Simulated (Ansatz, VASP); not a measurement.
# One calculation of Cd, two programs

File INCAR:

```
SYSTEM = Cd
  PREC = Accurate
  ENCUT = 520
  EDIFF = 1E-6
  ISMEAR = 0
  SIGMA = 0.1
  LREAL = .False.
  LASPH = .True.
  NELM = 100
  ALGO = Fast
  ISIF = 2
  LWAVE = .False.
  LCHARG = .False.
  GGA = PE
  NBANDS = 19
```

File KPOINTS:

```
Automatic mesh
0
Gamma
  18 18 8
  0 0 0
```

Contents of POSCAR:

```
Cd
1.0
    3.0148503055      0.0000000000      0.0000000000
   -1.5074251528      2.6109369532      0.0000000000
    0.0000000000      0.0000000000      5.8276386599
Cd
2
Direct
    0.3333333333      0.6666666667      0.2500000000
    0.6666666667      0.3333333333      0.7500000000
```

Input for Ansatz:

```yaml
crystal:
  lattice:
    - [3.0148503055, 0.0, 0.0]
    - [-1.5074251528, 2.6109369532, 0.0]
    - [0.0, 0.0, 5.8276386599]
  atoms:
    - { symbol: Cd, position: [0.3333333333, 0.6666666667, 0.25] }
    - { symbol: Cd, position: [0.6666666667, 0.3333333333, 0.75] }
basis:
  ecutwfc: 420
kpoints:
  mp_grid: { grid: [18, 18, 8] }
  band_path:
    path:
      - [[0.0, 0.0, 0.0], [0.5, 0.0, 0.0], [0.33333333, 0.33333333, 0.0], [0.0, 0.0, 0.0], [0.0, 0.0, 0.5], [0.5, 0.0, 0.5], [0.33333333, 0.33333333, 0.5], [0.0, 0.0, 0.5]]
      - [[0.5, 0.0, 0.5], [0.5, 0.0, 0.0]]
      - [[0.33333333, 0.33333333, 0.5], [0.33333333, 0.33333333, 0.0]]
    npoints: 14
hamiltonian:
  xc: pbe
scf:
  occupations: { method: gaussian, width: 0.1 }
  n_extra_bands: 6
output:
  forces: true
  stress: true
  eigenvalues: true
  populations: true
  dos: { projected: true, de: 0.02, nscf_kmesh: { grid: [27, 27, 12] } }
  bader: true
```

Alike in both runs: task single point; functional PBE; k mesh 18 × 18 × 8; occupations gaussian, width 0.1 eV; no spin polarisation.

|  | VASP | Ansatz |
| --- | --- | --- |
| version | VASP 6.6.1 | Ansatz 0.2.0 |
| potentials or method | VASP PAW PBE potentials, release 64 (Cd), cutoff 520 eV | scalar-relativistic, plane waves, PAW |
| valence electrons in the cell | 24 | 40 |

```tsv
	VASP	Ansatz	Ansatz less VASP
gap on the k mesh at the Fermi level (eV)	none	none	-
pressure (GPa)	0.3	0.0	-0.30
traceless stress, the component that is largest in VASP (GPa)	-0.11	0.02	+0.126
```

A gap of «none» marks a metal or a gap that the smearing closes. The functional is the same, so the differences come from potentials, cutoffs and numerics. VASP's potentials hold 24 valence electrons a cell and Ansatz's 40, so a difference there can come from the potentials and not from the codes.
